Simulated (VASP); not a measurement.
Wanted: the native input for a VASP 6.6.1 run.

```
Task                   : single point
Functional             : revPBE
Dispersion             : D3(BJ)
Potentials or basis    : VASP PAW PBE potentials, release 64 (Ba_sv, Ti_sv, O_h)
Cutoff                 : 1340 eV
k mesh                 : 6 × 6 × 6
Occupations            : gaussian, width 0.01 eV
Spin                   : no spin polarisation
Dipole correction      : no
Further INCAR settings : ALGO = Normal; EDIFF = 1e-06; NBANDS = 28
```

The structure of BaTiO3 lies in POSCAR:

```
BaTiO3
1.0
    3.9933045771      0.0000000000      0.0000000000
    0.0000000000      3.9933045771      0.0000000000
    0.0000000000      0.0000000000      3.9933045771
Ba Ti O
1 1 3
Direct
    0.5000000000      0.5000000000      0.5000000000
    0.0000000000      0.0000000000      0.0000000000
    0.5000000000      0.0000000000      0.0000000000
    0.0000000000      0.0000000000      0.5000000000
    0.0000000000      0.5000000000      0.0000000000
```

The input as run:

INCAR

```
ALGO = Normal
EDIFF = 1E-6
ENCUT = 1340
GGA = RE
GGA_COMPAT = False
ISIF = 2
ISMEAR = 0
IVDW = 12
LASPH = True
LCHARG = False
LREAL = False
LWAVE = False
NBANDS = 28
NELM = 120
PREC = Accurate
SIGMA = 0.01
```

KPOINTS

```
k-points
0
Gamma
  6 6 6
```

Potentials or basis: VASP PAW PBE potentials, release 64 (Ba_sv, Ti_sv, O_h).

The run is started by

```console
$ cat potpaw_PBE.64/Ba_sv/POTCAR potpaw_PBE.64/Ti_sv/POTCAR potpaw_PBE.64/O_h/POTCAR > POTCAR
$ mpirun -np 1 vasp_std > vasp.out
```

Results of the run:

* Pressure: 1.7 GPa
* Band gap on the k mesh: 1.79 eV (least direct gap 1.93 eV)
* Dispersion energy per atom: -0.491 eV

Caveat: the PAW data sets were made with another functional, which shifts forces and pressure a little; spin-orbit coupling is left out, which moves the levels of the heavy elements.

Wall time 99 s on 1 thread of Intel(R) Xeon(R) Platinum 8559C (Emerald Rapids) (shared host), peak memory 0.42 GiB.
